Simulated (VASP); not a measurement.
# Co in VASP: further runs

The runs below take Co through single point, with PBE, PBEsol.

Program: VASP 6.6.1. These are calculated values, not measurements. Logs are shortened: lines on timing, memory, paths and dates and some standing lists are left out, and cuts for length are marked.

## Step 1: The cell of the first run

The cell holds a slab with vacuum, 5 atoms: a = 2.471 Å, b = 2.471 Å, c = 23.088 Å, α = 90.00°, β = 90.00°, γ = 120.00°.

## Step 2: Single point, PBE, collinear spin, ferromagnetic start

The input, INCAR:

```
PREC = Accurate ; ENCUT = 520
EDIFF = 1E-7 ; ISMEAR = -1
SIGMA = 0.05 ; LREAL = False
LASPH = True ; NELM = 150
ALGO = Normal ; ISIF = 2
LWAVE = False ; LCHARG = False
ISPIN = 2 ; MAGMOM = 2 2 2 2 2
LORBIT = 11 ; LMAXMIX = 4
LDIPOL = True ; IDIPOL = 3
DIPOL = 0.5 0.5 0.500 ; GGA = PE
NBANDS = 34
```

The input, KPOINTS:

```
regular mesh
0
Gamma
  12 12 1
```

The input, POSCAR:

```
Co
1.0
    2.4705617809      0.0000000000      0.0000000000
   -1.2352808904      2.1395692639      0.0000000000
    0.0000000000      0.0000000000     23.0882338000
Co
5
Direct
    0.0000000000      0.0000000000      0.3248407854
    0.3333333300      0.6666666600      0.4124203927
    0.0000000000      0.0000000000      0.5000000000
    0.6666666700      0.3333333400      0.5875796073
    0.0000000000      0.0000000000      0.6751592146
```

Potentials or basis: VASP PAW PBE potentials, release 64 (Co).

On the command line:

```bash
$ cat potpaw_PBE.64/Co/POTCAR > POTCAR
$ mpirun -np 1 vasp_std > vasp.out
```

OUTCAR:

```text
PREC = Accurate
   ENCUT = 520
   EDIFF = 1E-7
   ISMEAR = -1
   LREAL = False
   LASPH = True
   NELM = 150
   ISIF = 2
   ISPIN = 2
   LORBIT = 11
   GGA = PE

 ion  position               nearest neighbor table
   1  0.000  0.000  0.325-   2 2.47   2 2.47   2 2.47
   2  0.333  0.667  0.412-   1 2.47   3 2.47   1 2.47   3 2.47   1 2.47   3 2.47
   3  0.000  0.000  0.500-   2 2.47   4 2.47   4 2.47   2 2.47   4 2.47   2 2.47
   4  0.667  0.333  0.588-   3 2.47   5 2.47   3 2.47   5 2.47   3 2.47   5 2.47
   5  0.000  0.000  0.675-   4 2.47   4 2.47   4 2.47

  LATTYP: Found a hexagonal cell.
 ALAT       =     2.4705617809
 C/A-ratio  =     9.3453375578

  Lattice vectors:

 A1 = (   2.4705617809,   0.0000000000,   0.0000000000)
 A2 = (  -1.2352808904,   2.1395692639,   0.0000000000)
 A3 = (   0.0000000000,   0.0000000000,  23.0882338000)

Analysis of symmetry for initial positions (statically):
=====================================================================
 Subroutine PRICEL returns:
 Original cell was already a primitive cell.

 Routine SETGRP: Setting up the symmetry group for a
 hexagonal supercell.

 Subroutine GETGRP returns: Found 12 space group operations
 (whereof 12 operations were pure point group operations)
 out of a pool of 24 trial point group operations.

The static configuration has the point symmetry D_3d.

Analysis of symmetry for dynamics (positions and initial velocities):
=====================================================================
 Subroutine PRICEL returns:
 Original cell was already a primitive cell.

 Routine SETGRP: Setting up the symmetry group for a
 hexagonal supercell.

 Subroutine GETGRP returns: Found 12 space group operations
 (whereof 12 operations were pure point group operations)
 out of a pool of 24 trial point group operations.

The dynamic configuration has the point symmetry D_3d.

Analysis of structural, dynamic, and magnetic symmetry:
=====================================================================
 Subroutine PRICEL returns:
 Original cell was already a primitive cell.

 Routine SETGRP: Setting up the symmetry group for a
 hexagonal supercell.

 Subroutine GETGRP returns: Found 12 space group operations
 (whereof 12 operations were pure point group operations)
 out of a pool of 24 trial point group operations.

The overall configuration has the point symmetry D_3d.

 Subroutine INISYM returns: Found 12 space group operations
 (whereof 12 operations are pure point group operations),
 and found     1 'primitive' translations

----------------------------------------------------------------------------------------

                                     Primitive cell

  volume of cell :     122.0430

  direct lattice vectors                    reciprocal lattice vectors
     2.470561781  0.000000000  0.000000000     0.404766239  0.233691897  0.000000000
    -1.235280890  2.139569264  0.000000000     0.000000000  0.467383794  0.000000000
     0.000000000  0.000000000 23.088233800     0.000000000  0.000000000  0.043312105

  length of vectors
     2.470561781  2.470561781 23.088233800     0.467383794  0.467383794  0.043312105

  position of ions in fractional coordinates (direct lattice)
     0.000000000  0.000000000  0.324840785
     0.333333330  0.666666660  0.412420393
     0.000000000  0.000000000  0.500000000
     0.666666670  0.333333340  0.587579607
     0.000000000  0.000000000  0.675159215

  ion indices of the primitive-cell ions
   primitive index   ion index
                 1           1
                 2           2
                 3           3
                 4           4
                 5           5

----------------------------------------------------------------------------------------

 KPOINTS: regular mesh

[... 24 lines left out ...]
  0.000000  0.000000  0.000000      1.000000
  0.083333  0.000000  0.000000      6.000000
  0.166667 -0.000000  0.000000      6.000000
  0.250000  0.000000  0.000000      6.000000
  0.333333  0.000000  0.000000      6.000000
  0.416667  0.000000  0.000000      6.000000
[... 11 lines left out ...]
  0.333333  0.250000  0.000000     12.000000
  0.333333  0.333333  0.000000      2.000000
   k-points           NKPTS =     19   k-points in BZ     NKDIM =     19   number of bands    NBANDS=     34
   number of dos      NEDOS =    301   number of ions     NIONS =      5
   total plane-waves  NPLWV =  58320
   dimension x,y,z NGX =    18 NGY =   18 NGZ =  180
   dimension x,y,z NGXF=    36 NGYF=   36 NGZF=  360
   ions per type =               5
   NGX,Y,Z   is equivalent  to a cutoff of  12.11, 12.11, 12.96 a.u.
   NGXF,Y,Z  is equivalent  to a cutoff of  24.22, 24.22, 25.92 a.u.
 SYSTEM =  unknown system
   PREC   = accura    normal or accurate (medium, high low for compatibility)
   ISTART =      0    job   : 0-new  1-cont  2-samecut
   ICHARG =      2    charge: 1-file 2-atom 10-const
   ISPIN  =      2    spin polarized calculation?
   LNONCOLLINEAR =      F non collinear calculations
   LSORBIT =      F    spin-orbit coupling
   LASPH  =      T    aspherical Exc in radial PAW
   ENCUT  =  520.0 eV  38.22 Ry    6.18 a.u.   4.59  4.59 42.93*2*pi/ulx,y,z
   NELM   =    150;   NELMIN=  2; NELMDL= -5     # of ELM steps
   EDIFF  = 0.1E-06   stopping-criterion for ELM
   LREAL  =      F    real-space projection
   EDIFFG = 0.1E-05   stopping-criterion for IOM
   NSW    =      0    number of steps for IOM
   IBRION =     -1    ionic relax: 0-MD 1-quasi-New 2-CG
   NFREE  =      0    steps in history (QN), initial steepest desc. (CG)
   ISIF   =      2    stress and relaxation
   ISYM   =      2    0-nonsym 1-usesym 2-fastsym
   POTIM  = 0.5000    time-step for ionic-motion
   TEBEG  =    0.0;   TEEND  =   0.0 temperature during run
   PSTRESS=    0.0 pullay stress
   NELECT =      45.0000    total number of electrons
   NUPDOWN=      -1.0000    fix difference up-down
   EMIN   =  10.00;   EMAX   =-10.00  energy-range for DOS
   EFERMI =   0.00;   METHOD = LEGACY
   ISMEAR =    -1;   SIGMA  =   0.05  broadening in eV -4-tet -1-fermi 0-gaus
   EFERMI_NEDOS =   21; number of points for ismear=-14 and -15
   IALGO  =     38    algorithm
   IMIX   =      4    mixing-type and parameters
     AMIX     =   0.40;   BMIX     =  1.00
     AMIX_MAG =   1.60;   BMIX_MAG =  1.00
  volume/ion in A,a.u.               =      24.41       164.72
  Fermi-wavevector in a.u.,A,eV,Ry     =   1.173928  2.218402 18.750279  1.378107
  Thomas-Fermi vector in A             =   2.310333
   LORBIT       =     11    0 simple, 1 ext, 2 COOP (PROOUT), +10 PAW based schemes
   GGA     = PE    functional components
   LHFCALC =     F    Hartree Fock is set to
   AEXX    =    0.0000 exact exchange contribution
   IVDW    =     0    specifies the selected vdW correction
   LEPSILON=     F    determine dielectric tensor
   LRPA    =     F    only Hartree local field effects (RPA)
 spin polarized calculation
  energy-cutoff  :      520.00
  volume of cell :      122.04
 maximum number of plane-waves:      3334
   NGX =  9   NGY =  9   NGZ = 85

 number of electron      45.0000000 magnetization      10.0000000

 number of electron      44.9999985 magnetization       8.3816392

 dipolmoment           0.000000      0.000000     -0.000000 electrons x Angstroem

 Free energy of the ion-electron system (eV)
  ---------------------------------------------------
  ext. energy  EPLUGINS =         0.00000000
  ---------------------------------------------------
  free energy    TOTEN  =       -33.74822128 eV

  energy without entropy =      -33.69958542  energy(sigma->0) =      -33.72390335

 E-fermi :   1.8997     XC(G=0):  -6.7644

 val. band max:        1.8919340210   @ k =   0.4167   0.0000   0.0000
 cond. band min:       1.9089347150   @ k =   0.4167   0.1667   0.0000
 fundamental gap:      0.0170006940
 Fermi energy:         1.8997041600

 spin component 1

 k-point     1 :       0.0000    0.0000    0.0000
  band No.  band energies     occupation
      1      -6.8417      1.00000
      2      -5.8986      1.00000
      3      -4.6182      1.00000
      4      -3.6183      1.00000
      5      -3.3702      1.00000
      6      -1.0699      1.00000
[... 692 lines left out ...]
     33       8.6837      0.00000
     34      11.0997      0.00000
 Fermi energy:         1.8997041600

 spin component 2

 k-point     1 :       0.0000    0.0000    0.0000
  band No.  band energies     occupation
      1      -6.8243      1.00000
      2      -5.8740      1.00000
      3      -4.4989      1.00000
      4      -3.1561      1.00000
      5      -2.5318      1.00000
      6       0.3749      1.00000
[... 692 lines left out ...]
     33       9.3521      0.00000
     34      11.6928      0.00000

------------------------ aborting loop because EDIFF is reached ----------------------------------------

 vacuum level on the upper side and lower side of the slab       (xc-potential included)        -0.045        -0.045

  FORCE on cell =-STRESS in cart. coord.  units (eV):
  Direction    XX          YY          ZZ          XY          YZ          ZX
  --------------------------------------------------------------------------------------
  -------------------------------------------------------------------------------------
  Total       -0.3036684     -0.3036684     -0.8032491     -0.0000000      0.0000000     -0.0000000
  in kB       -3.9865516     -3.9865516    -10.5450354     -0.0000000      0.0000000     -0.0000000
  external PRESSURE =      -6.1727129 kB  Pullay stress =       0.0000000 kB

 VOLUME and BASIS-vectors are now :
 -----------------------------------------------------------------------------
  energy-cutoff  :      520.00
  volume of cell :      122.04
      direct lattice vectors                 reciprocal lattice vectors
     2.470561781  0.000000000  0.000000000     0.404766239  0.233691897  0.000000000
    -1.235280890  2.139569264  0.000000000     0.000000000  0.467383794  0.000000000
     0.000000000  0.000000000 23.088233800     0.000000000  0.000000000  0.043312105

 POSITION                                       TOTAL-FORCE (eV/Angst)
 -----------------------------------------------------------------------------------
      0.00000      0.00000      7.50000        -0.000000      0.000000      0.309456
      0.00000      1.42638      9.52206         0.000000      0.000000     -0.422068
      0.00000      0.00000     11.54412         0.000000      0.000000      0.000000
      1.23528      0.71319     13.56618        -0.000000     -0.000000      0.422068
      0.00000      0.00000     15.58823         0.000000     -0.000000     -0.309456
 -----------------------------------------------------------------------------------
    total drift:                                0.000000      0.000000     -0.000000

  FREE ENERGIE OF THE ION-ELECTRON SYSTEM (eV)
  ---------------------------------------------------
  free  energy   TOTEN  =       -33.7482212761 eV

  energy  without entropy=      -33.6995854220  energy(sigma->0) =      -33.72390335

 vacuum level on the upper side and lower side of the slab         6.767         6.767

 total charge

# of ion       s       p       d       tot
------------------------------------------
    1        0.486   0.414   7.235   8.135
    2        0.492   0.535   7.268   8.295
    3        0.498   0.534   7.272   8.305
    4        0.492   0.535   7.268   8.295
    5        0.486   0.414   7.235   8.135
--------------------------------------------------
tot          2.456   2.432  36.277  41.165

 magnetization (x)

# of ion       s       p       d       tot
------------------------------------------
    1       -0.009  -0.043   1.787   1.735
    2       -0.015  -0.052   1.748   1.682
    3       -0.012  -0.049   1.700   1.639
    4       -0.015  -0.052   1.748   1.682
    5       -0.009  -0.043   1.787   1.735
--------------------------------------------------
tot         -0.061  -0.238   8.771   8.472
```

Run time: 3.2 min. Hardware: 1 thread of Intel Xeon Platinum 8481C at 2.70GHz (Sapphire Rapids), shared host; peak memory 0.33 GiB.

What came out:

```
Free energy                                           : -33.7482 eV
Largest force                                         : 0.422 eV/Å
Net moment                                            : 8.38 μB per cell
Site moments                                          : Co +1.74, +1.68, +1.64 (each value once) μB
Valence electrons inside the program's atomic spheres : Co 8.13, 8.29, 8.30 (each value once)
```

Forces on the atoms (eV/Å):
```
Co   0.000  0.000  0.309
Co   0.000  0.000 -0.422
Co   0.000  0.000  0.000
Co   0.000  0.000  0.422
Co   0.000  0.000 -0.309
```

Levels at points of the mesh, in eV from the Fermi level:
Spin up:
| k point | band 23 | band 24 | band 25 | band 26 | band 27 | band 28 | band 29 | band 30 | band 31 | band 32 |
| --- | --- | --- | --- | --- | --- | --- | --- | --- | --- | --- |
| (0.00, 0.00, 0.00) | -1.61 | -1.18 | -1.18 | -1.05 | -1.05 | -0.89 | -0.89 | -0.64 | 0.04 | 4.58 |
| (0.50, 0.00, 0.00) | -0.57 | -0.48 | -0.48 | 0.82 | 1.58 | 1.69 | 2.84 | 3.09 | 6.82 | 6.96 |
Spin down:
```
           k point  band 15  band 16  band 17  band 18  band 19  band 20  band 21  band 22
(0.00, 0.00, 0.00)    -0.92    -0.73    -0.73    -0.67    -0.67    -0.27     0.08     0.16
(0.50, 0.00, 0.00)    -0.43     0.08     0.31     0.71     1.00     1.13     1.22     1.27
```

## Step 3: Single point, PBEsol, collinear spin, ferromagnetic start

The input, INCAR:

```
SYSTEM = Co
PREC = Accurate
ENCUT = 520
EDIFF = 1E-6
ISMEAR = -1
SIGMA = 0.05
LREAL = .False.
LASPH = .True.
NELM = 150
ALGO = Normal
ISIF = 2
LWAVE = .False.
LCHARG = .False.
ISPIN = 2
MAGMOM = 2 2 2 2 2
LORBIT = 11
LMAXMIX = 4
GGA = PS
NBANDS = 34
```

The input, KPOINTS:

```
regular mesh
0
Gamma
  12 12 1
  0 0 0
```

POSCAR is that of step 2.

Potentials or basis: VASP PAW PBE potentials, release 64 (Co).

On the command line:

```bash
$ cat potpaw_PBE.64/Co/POTCAR > POTCAR
$ mpirun -np 1 vasp_std > vasp.out
```

Run time: 2.9 min. Hardware: 1 thread of Intel Xeon 6975P-C (Granite Rapids), shared host; peak memory 0.33 GiB.

It converged, with:

```yaml
Free_energy: -36.9297 eV
Largest_force: 0.644 eV/Å
Net_moment: 8.37 μB per cell
Site_moments: Co +1.73, +1.67, +1.63 (each value once) μB
Valence_electrons_inside_the_program's_atomic_spheres: Co 8.13, 8.29, 8.30 (each value once)
```

Forces in eV/Å, atoms in the order of the input:
```
Co   0.000  0.000  0.644
Co   0.000  0.000 -0.415
Co   0.000  0.000  0.000
Co   0.000  0.000  0.415
Co   0.000  0.000 -0.644
```

Levels at points of the mesh, in eV from the Fermi level:
Spin up:
```csv
k point,band 24,band 25,band 26,band 27,band 28,band 29,band 30,band 31
"(0.00, 0.00, 0.00)",-1.15,-1.15,-1.02,-1.02,-0.85,-0.85,-0.65,0.01
"(0.50, 0.00, 0.00)",-0.46,-0.45,0.78,1.54,1.63,2.80,3.05,6.81
```
Spin down:
| k point | band 16 | band 17 | band 18 | band 19 | band 20 | band 21 |
| --- | --- | --- | --- | --- | --- | --- |
| (0.00, 0.00, 0.00) | -0.73 | -0.73 | -0.67 | -0.67 | -0.26 | 0.09 |
| (0.50, 0.00, 0.00) | 0.08 | 0.33 | 0.71 | 1.00 | 1.12 | 1.23 |

Caveat: the PAW data sets were made with another functional, which shifts forces and pressure a little.
